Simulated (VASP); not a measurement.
# C (I4_1/amd) in VASP: further runs

C is run at these levels: r2SCAN; tasks: single point.

Everything below comes from runs of VASP 6.6.1. Logs are shortened: lines on timing, memory, paths and dates and some standing lists are left out, and cuts for length are marked.

**1. The cell of the first run**

The structure is tetragonal, space group I4_1/amd (No. 141). Conventional cell: a = 2.724 Å, b = 2.724 Å, c = 3.281 Å, α = 90.00°, β = 90.00°, γ = 90.00°. C (site symmetry -4m2) has 4 C at 1.59 Å within 2.1 Å.

**2. Single point, r2SCAN (strain +0.080 along x and y, -0.080 along z)**

File POSCAR:

```
C
1.0
    0.0000000000      1.9260720000      1.6407280000
    1.9260720000      0.0000000000      1.6407280000
    1.9260720000      1.9260720000      0.0000000000
C
2
Direct
    0.5000000000      0.5000000000      0.5000000000
    0.7500000000      0.7500000000      0.7500000000
```

File INCAR.step1:

```
ALGO = Normal
EDIFF = 1E-4
ENCUT = 520
GGA = PE
ISMEAR = 0
LASPH = True
LCHARG = False
LREAL = False
LWAVE = True
NBANDS = 11
NELM = 80
PREC = Accurate
SIGMA = 0.05
```

File INCAR.step2:

```
ALGO = Normal
EDIFF = 1E-6
ENCUT = 520
ISIF = 2
ISMEAR = 0
ISTART = 1
LASPH = True
LCHARG = False
LMIXTAU = True
LREAL = False
LWAVE = False
METAGGA = R2SCAN
NBANDS = 11
NELM = 80
PREC = Accurate
SIGMA = 0.05
```

File KPOINTS:

```
k-points
0
Gamma
  12 12 12
```

Potentials or basis: VASP PAW PBE potentials, release 64 (C).

Run with:

```sh
> cat potpaw_PBE.64/C/POTCAR > POTCAR
> cp INCAR.step1 INCAR
> mpirun -np 1 vasp_std > vasp.out
> cp INCAR.step2 INCAR
> mpirun -np 1 vasp_std > vasp.out
```

OUTCAR:

```text
EDIFF = 1E-6
   ENCUT = 520
   ISIF = 2
   ISMEAR = 0
   ISTART = 1
   LASPH = True
   LREAL = False
   METAGGA = R2SCAN
   NELM = 80
   PREC = Accurate

 ion  position               nearest neighbor table
   1  0.500  0.500  0.500-   2 1.59   2 1.59   2 1.59   2 1.59
   2  0.750  0.750  0.750-   1 1.59   1 1.59   1 1.59   1 1.59

  LATTYP: Found a body centered tetragonal cell.
 ALAT       =     2.7238771445
 C/A-ratio  =     1.2047004420

  Lattice vectors:

 A1 = (   0.0000000000,  -1.9260720000,  -1.6407280000)
 A2 = (   0.0000000000,   1.9260720000,  -1.6407280000)
 A3 = (   1.9260720000,   0.0000000000,   1.6407280000)

Analysis of symmetry for initial positions (statically):
=====================================================================
 Subroutine PRICEL returns:
 Original cell was already a primitive cell.

 Routine SETGRP: Setting up the symmetry group for a
 body centered tetragonal supercell.

 Subroutine GETGRP returns: Found 16 space group operations
 (whereof  8 operations were pure point group operations)
 out of a pool of 16 trial point group operations.

The static configuration has the point symmetry D_2d.
 The point group associated with its full space group is D_4h.

Analysis of symmetry for dynamics (positions and initial velocities):
=====================================================================
 Subroutine PRICEL returns:
 Original cell was already a primitive cell.

 Routine SETGRP: Setting up the symmetry group for a
 body centered tetragonal supercell.

 Subroutine GETGRP returns: Found 16 space group operations
 (whereof  8 operations were pure point group operations)
 out of a pool of 16 trial point group operations.

The dynamic configuration has the point symmetry D_2d.
 The point group associated with its full space group is D_4h.

 Subroutine INISYM returns: Found 16 space group operations
 (whereof  8 operations are pure point group operations),
 and found     1 'primitive' translations

----------------------------------------------------------------------------------------

                                     Primitive cell

  volume of cell :      12.1734

  direct lattice vectors                    reciprocal lattice vectors
     0.000000000  1.926072000  1.640728000    -0.259595695  0.259595695  0.304742773
     1.926072000  0.000000000  1.640728000     0.259595695 -0.259595695  0.304742773
[... 87 lines left out ...]
   EDIFFG = 0.1E-04   stopping-criterion for IOM
   NSW    =      0    number of steps for IOM
   IBRION =     -1    ionic relax: 0-MD 1-quasi-New 2-CG
   NFREE  =      0    steps in history (QN), initial steepest desc. (CG)
   ISIF   =      2    stress and relaxation
   ISYM   =      2    0-nonsym 1-usesym 2-fastsym
   POTIM  = 0.5000    time-step for ionic-motion
   TEBEG  =    0.0;   TEEND  =   0.0 temperature during run
   PSTRESS=    0.0 pullay stress
   NELECT =       8.0000    total number of electrons
   NUPDOWN=      -1.0000    fix difference up-down
   EMIN   =  10.00;   EMAX   =-10.00  energy-range for DOS
   EFERMI =   0.00;   METHOD = LEGACY
   ISMEAR =     0;   SIGMA  =   0.05  broadening in eV -4-tet -1-fermi 0-gaus
   EFERMI_NEDOS =   21; number of points for ismear=-14 and -15
   IALGO  =     38    algorithm
   IMIX   =      4    mixing-type and parameters
     AMIX     =   0.40;   BMIX     =  1.00
     AMIX_MAG =   1.60;   BMIX_MAG =  1.00
  volume/ion in A,a.u.               =       6.09        41.08
  Fermi-wavevector in a.u.,A,eV,Ry     =   1.423315  2.689675 27.563021  2.025825
  Thomas-Fermi vector in A             =   2.543925
   LORBIT       =      0    0 simple, 1 ext, 2 COOP (PROOUT), +10 PAW based schemes
   METAGGA = R2SCAN    functional components
   LHFCALC =     F    Hartree Fock is set to
   AEXX    =    0.0000 exact exchange contribution
   IVDW    =     0    specifies the selected vdW correction
   LEPSILON=     F    determine dielectric tensor
   LRPA    =     F    only Hartree local field effects (RPA)
 non-spin polarized calculation
 Gauss-broadening in eV      SIGMA  =   0.05
  energy-cutoff  :      520.00
  volume of cell :       12.17
 maximum number of plane-waves:       340
   NGX =  9   NGY =  9   NGZ =  9

 number of electron       8.0000001 magnetization

 Free energy of the ion-electron system (eV)
  ---------------------------------------------------
  ext. energy  EPLUGINS =         0.00000000
  ---------------------------------------------------
  free energy    TOTEN  =       -19.05165335 eV

  energy without entropy =      -19.05165335  energy(sigma->0) =      -19.05165335

 E-fermi :  10.2984     XC(G=0): -13.9007

 val. band max:       10.1030987710   @ k =   0.0000   0.0000   0.0000
 cond. band min:      10.5163335398   @ k =   0.4167   0.4167   0.0000
 fundamental gap:      0.4132347688
 Fermi energy:        10.2983878345

 k-point     1 :       0.0000    0.0000    0.0000
  band No.  band energies     occupation
      1     -12.9783      2.00000
      2       8.0692      2.00000
      3       8.0692      2.00000
      4      10.1031      2.00000
      5      13.2717      0.00000
      6      15.3194      0.00000
      7      15.3194      0.00000
      8      20.5592      0.00000
      9      28.5031      0.00000
     10      31.5337      0.00000
     11      34.3822      0.00000
[... 309 lines left out ...]
 k-point    24 :      -0.4167    0.1667    0.0000
  band No.  band energies     occupation
      1      -7.1425      2.00000
      2      -3.2122      2.00000
      3       3.8622      2.00000
      4       4.7929      2.00000
      5      14.0394      0.00000
      6      18.8672      0.00000
      7      20.7133      0.00000
      8      22.9665      0.00000
      9      28.6522      0.00000
     10      32.9425      0.00000
     11      33.3851      0.00000

 [... further k-points ...]
[... 5 lines left out ...]
  --------------------------------------------------------------------------------------
  -------------------------------------------------------------------------------------
  Total       -5.1809873     -5.1809873      4.0181492      0.0000000     -0.0000000      0.0000000
  in kB     -681.8855574   -681.8855574    528.8408802      0.0000000     -0.0000000      0.0000000
  external PRESSURE =    -278.3100782 kB  Pullay stress =       0.0000000 kB

 VOLUME and BASIS-vectors are now :
 -----------------------------------------------------------------------------
  energy-cutoff  :      520.00
  volume of cell :       12.17
      direct lattice vectors                 reciprocal lattice vectors
     0.000000000  1.926072000  1.640728000    -0.259595695  0.259595695  0.304742773
     1.926072000  0.000000000  1.640728000     0.259595695 -0.259595695  0.304742773
     1.926072000  1.926072000  0.000000000     0.259595695  0.259595695 -0.304742773

 POSITION                                       TOTAL-FORCE (eV/Angst)
 -----------------------------------------------------------------------------------
      1.92607      1.92607      1.64073         0.000000      0.000000      0.000000
      2.88911      2.88911      2.46109         0.000000      0.000000      0.000000
 -----------------------------------------------------------------------------------
    total drift:                                0.000000     -0.000000      0.000000

  FREE ENERGIE OF THE ION-ELECTRON SYSTEM (eV)
  ---------------------------------------------------
  free  energy   TOTEN  =       -19.0516533481 eV

  energy  without entropy=      -19.0516533481  energy(sigma->0) =      -19.05165335
```

Wall time 2.2 min (1 thread of AMD EPYC 9R45, shared host); peak memory 0.1 GiB.

What came out:

- Free energy: -19.0517 eV
- Pressure: -27.8 GPa
- Band gap on the k mesh: 0.41 eV, indirect (least direct gap 3.17 eV)

Levels at points of the mesh, in eV from the valence-band top:
```
           k point  band 1  band 2  band 3  band 4  band 5  band 6  band 7  band 8
(0.00, 0.00, 0.00)  -23.08   -2.03   -2.03    0.00    3.17    5.22    5.22   10.46
(0.50, 0.00, 0.00)  -17.43  -14.54   -5.33   -2.95    4.48    6.58    9.70   14.83
(0.50, 0.50, 0.00)  -12.78  -12.78   -8.95   -8.95    1.17    1.17   15.76   15.76
(0.50, 0.00, 0.50)  -15.16  -15.16   -6.60   -6.60    4.93    4.93   14.04   14.04
```

Caveat: the cell differs from its parent crystal (strain +0.080 along x and y, -0.080 along z); the PAW data sets were made with another functional, which shifts forces and pressure a little. A k mesh can miss the band edges.

**3. Single point, r2SCAN (strain +0.080 along x and y, -0.040 along z)**

File POSCAR:

```
C
1.0
    0.0000000000      1.9260720000      1.7120640000
    1.9260720000      0.0000000000      1.7120640000
    1.9260720000      1.9260720000      0.0000000000
C
2
Direct
    0.5000000000      0.5000000000      0.5000000000
    0.7500000000      0.7500000000      0.7500000000
```

File INCAR.step1:

```
ALGO = Normal
EDIFF = 1E-4
ENCUT = 520
GGA = PE
ISMEAR = 0
LASPH = T
LCHARG = F
LREAL = F
LWAVE = T
NBANDS = 11
NELM = 100
PREC = Accurate
SIGMA = 0.05
```

File INCAR.step2:

```
ALGO = Normal
EDIFF = 1E-6
ENCUT = 520
ISIF = 2
ISMEAR = 0
ISTART = 1
LASPH = T
LCHARG = T
LELF = T
LMIXTAU = T
LREAL = F
LVHAR = T
LWAVE = F
METAGGA = R2SCAN
NBANDS = 11
NELM = 100
PREC = Accurate
SIGMA = 0.05
```

KPOINTS is that of step 2.

Potentials or basis: VASP PAW PBE potentials, release 64 (C).

Run with:

```sh
> cat potpaw_PBE.64/C/POTCAR > POTCAR
> cp INCAR.step1 INCAR
> mpirun -np 1 vasp_std > vasp.out
> cp INCAR.step2 INCAR
> mpirun -np 1 vasp_std > vasp.out
```

Run time: 2.1 min. Hardware: 1 thread of AMD EPYC 9R45, shared host; peak memory 0.1 GiB.

It converged, with:

* Free energy: -19.1685 eV
* Pressure: -41.4 GPa
* Band gap on the k mesh: 1.34 eV, indirect (least direct gap 3.66 eV)

Stress tensor (GPa, compression positive):
```
-71.14   0.00   0.00
  0.00 -71.14   0.00
  0.00   0.00  18.00
```

Levels at points of the mesh, in eV from the valence-band top:
| k point | band 1 | band 2 | band 3 | band 4 | band 5 | band 6 | band 7 | band 8 |
| --- | --- | --- | --- | --- | --- | --- | --- | --- |
| (0.00, 0.00, 0.00) | -22.19 | -1.51 | -1.51 | 0.00 | 3.66 | 5.14 | 5.14 | 9.99 |
| (0.50, 0.00, 0.00) | -16.82 | -13.79 | -4.57 | -2.79 | 5.11 | 6.97 | 9.05 | 14.62 |
| (0.50, 0.50, 0.00) | -12.66 | -12.66 | -7.98 | -7.98 | 2.06 | 2.06 | 15.43 | 15.43 |
| (0.50, 0.00, 0.50) | -14.33 | -14.33 | -6.33 | -6.33 | 4.71 | 4.71 | 14.34 | 14.34 |

Caveat: the cell differs from its parent crystal (strain +0.080 along x and y, -0.040 along z); the PAW data sets were made with another functional, which shifts forces and pressure a little. A k mesh can miss the band edges.

**4. Single point, r2SCAN (strain +0.080 along x and y, +0.000 along z)**

File POSCAR:

```
C
1.0
    0.0000000000      1.9260720000      1.7834000000
    1.9260720000      0.0000000000      1.7834000000
    1.9260720000      1.9260720000      0.0000000000
C
2
Direct
    0.5000000000      0.5000000000      0.5000000000
    0.7500000000      0.7500000000      0.7500000000
```

File INCAR.step1:

```
SYSTEM = C
  PREC = Accurate
  ENCUT = 520
  ISMEAR = 0
  SIGMA = 0.05
  LREAL = .FALSE.
  LASPH = .TRUE.
  NELM = 80
  NBANDS = 11
  GGA = PE
  ALGO = Normal
  EDIFF = 1E-4
  LWAVE = .TRUE.
  LCHARG = .FALSE.
```

File INCAR.step2:

```
SYSTEM = C
  PREC = Accurate
  ENCUT = 520
  EDIFF = 1E-6
  ISMEAR = 0
  SIGMA = 0.05
  LREAL = .FALSE.
  LASPH = .TRUE.
  NELM = 80
  ALGO = Normal
  ISIF = 2
  LWAVE = .FALSE.
  LCHARG = .FALSE.
  METAGGA = R2SCAN
  LMIXTAU = .TRUE.
  NBANDS = 11
  ISTART = 1
```

File KPOINTS:

```
regular mesh
0
G
  12 12 12
  0 0 0
```

Run with:

```sh
> cat potpaw_PBE.64/C/POTCAR > POTCAR
> cp INCAR.step1 INCAR
> mpirun -np 1 vasp_std > vasp.out
> cp INCAR.step2 INCAR
> mpirun -np 1 vasp_std > vasp.out
```

Run time: 2.1 min. Hardware: 1 thread of AMD EPYC 9R45, shared host; peak memory 0.1 GiB.

Results (log left out):

```yaml
Free_energy: -19.1756 eV
Pressure: -52.3 GPa
Band_gap_on_the_k_mesh: 2.21 eV, indirect (least direct gap 4.16 eV)
```

Stress tensor (GPa, compression positive):
```
-71.73   0.00   0.00
  0.00 -71.73   0.00
  0.00   0.00 -13.58
```

Levels at points of the mesh, in eV from the valence-band top:
```
           k point  band 1  band 2  band 3  band 4  band 5  band 6  band 7  band 8
(0.00, 0.00, 0.00)  -21.34   -1.00   -1.00    0.00    4.16    5.11    5.11    9.56
(0.50, 0.00, 0.00)  -16.22  -13.07   -3.83   -2.66    5.65    7.31    8.44   14.48
(0.50, 0.50, 0.00)  -12.50  -12.50   -7.06   -7.06    2.90    2.90   15.10   15.10
(0.50, 0.00, 0.50)  -13.54  -13.54   -6.02   -6.02    4.56    4.56   14.50   14.50
```

Caveat: the cell differs from its parent crystal (strain +0.080 along x and y, +0.000 along z); the PAW data sets were made with another functional, which shifts forces and pressure a little. A k mesh can miss the band edges.

**5. Overview**

```csv
cell,gap on the mesh (eV),pressure (GPa)
"a = 2.530, b = 2.530, c = 2.724 Å, angles 57.4, 57.4, 65.1°, 2 atoms",0.41,-27.8
"a = 2.577, b = 2.577, c = 2.724 Å, angles 58.1, 58.1, 63.8°, 2 atoms",1.34,-41.4
"a = 2.625, b = 2.625, c = 2.724 Å, angles 58.7, 58.7, 62.5°, 2 atoms",2.21,-52.3
```

Alike in all rows: task single point; level r2SCAN; potentials or basis VASP PAW PBE potentials, release 64 (C); no spin polarisation; k mesh 12 × 12 × 12; cutoff (eV) 520; smearing gaussian 0.05 eV.

Caveats: the PAW data sets were made with another functional, which shifts forces and pressure a little.

Total energies depend on the potentials used, so only differences within one code and one set of settings carry meaning.
